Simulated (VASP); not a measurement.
A run of VASP 6.6.1 is set up as follows.

INCAR

```
PREC = Accurate ; ENCUT = 400
EDIFF = 1E-8 ; ISMEAR = -1
SIGMA = 0.02 ; LREAL = F
LASPH = T ; NELM = 120
ALGO = Normal ; ISIF = 2
LWAVE = F ; LCHARG = F
GGA = PS ; LEFG = T
NBANDS = 14 ; GGA_COMPAT = F
```

Contents of KPOINTS:

```
regular mesh
0
Gamma
  8 8 8
```

Contents of POSCAR:

```
NaCl
1.0
    2.8789409493      0.0000000000      0.0000000000
    0.0000000000      2.8789409493      0.0000000000
    0.0000000000      0.0000000000      2.8789409493
Na Cl
1 1
Direct
    0.0000000000      0.0000000000      0.0000000000
    0.5000000000      0.5000000000      0.5000000000
```

Potentials or basis: VASP PAW PBE potentials, release 64 (Na_pv, Cl).

Command:

```console
$ cat potpaw_PBE.64/Na_pv/POTCAR potpaw_PBE.64/Cl/POTCAR > POTCAR
$ mpirun -np 1 vasp_std > vasp.out
```

**Question.** What does it give for the pressure?

**Answer.** 55.0 GPa.

**Question.** Estimate the band gap on the k mesh.

**Answer.** 4.28 eV, direct.

Caveat: without QUAD_EFG the Cq values of the log hold for a quadrupole moment of 1 mb, not for the nuclei; the PAW data sets were made with another functional, which shifts forces and pressure a little. A k mesh can miss the band edges.
